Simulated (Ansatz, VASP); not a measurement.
# Two plane-wave programs on BN

INCAR

```
  PREC = Accurate
  ENCUT = 520
  EDIFF = 1E-6
  ISMEAR = 0
  SIGMA = 0.05
  LREAL = False
  LASPH = True
  NELM = 60
  ALGO = Normal
  ISIF = 2
  LWAVE = False
  LCHARG = False
  GGA = PE
  IVDW = 12
  NBANDS = 26
```

File KPOINTS:

```
regular mesh
0
Gamma
  6 6 6
```

POSCAR

```
BN
1.0
    0.0000000000      0.0000000000      4.3376638211
    2.5076849351      3.3394821895      2.1688319106
   -2.5076849351      3.3394821895      2.1688319106
B N
4 4
Direct
    0.5462146424      0.7500000000      0.2500000000
    0.5001068737      0.2500000000      0.7500000000
    0.0001068737      0.5000000000      0.5000000000
    0.0001068737      1.0000000000      0.0000000000
    0.1665931163      0.7500000000      0.2500000000
    0.1665931163      0.2500000000      0.7500000000
    0.6665931163      0.5000000000      0.5000000000
    0.6665931163      0.0000000000      0.0000000000
```

Input for Ansatz:

```yaml
crystal:
  lattice:
    - [0.0, 0.0, 4.3376638211]
    - [2.5076849351, 3.3394821895, 2.1688319106]
    - [-2.5076849351, 3.3394821895, 2.1688319106]
  atoms:
    - { symbol: B, position: [0.5462146424, 0.75, 0.25] }
    - { symbol: B, position: [0.5001068737, 0.25, 0.75] }
    - { symbol: B, position: [0.0001068737, 0.5, 0.5] }
    - { symbol: B, position: [0.0001068737, 1.0, 0.0] }
    - { symbol: "N", position: [0.1665931163, 0.75, 0.25] }
    - { symbol: "N", position: [0.1665931163, 0.25, 0.75] }
    - { symbol: "N", position: [0.6665931163, 0.5, 0.5] }
    - { symbol: "N", position: [0.6665931163, 0.0, 0.0] }
basis:
  ecutwfc: 420
kpoints:
  mp_grid: { grid: [6, 6, 6] }
hamiltonian:
  xc: pbe
  dispersion: d3bj
scf:
  occupations: { method: gaussian, width: 0.05 }
output:
  forces: true
  stress: true
  eigenvalues: true
```

Alike in both runs: task single point; functional PBE; dispersion D3(BJ); k mesh 6 × 6 × 6; occupations gaussian, width 0.05 eV; no spin polarisation.

```csv
,VASP,Ansatz
version,VASP 6.6.1,Ansatz 0.2.0
potentials or method,"VASP PAW PBE potentials, release 64 (B, N), cutoff 520 eV","scalar-relativistic, plane waves, PAW"
valence electrons in the cell,32,32
```

```csv
,VASP,Ansatz,Ansatz less VASP
gap on the k mesh at the Fermi level (eV),4.00,4.00,+0.008
least direct gap on the mesh (eV),4.12,4.13,+0.006
pressure (GPa),3.2,3.2,-0.03
"traceless stress, the component that is largest in VASP (GPa)",6.45,6.36,-0.085
rms of the force components (eV/Å),1.783,1.785,+0.0017
```

Atom by atom the forces differ by 0.007 eV/Å (rms over components).
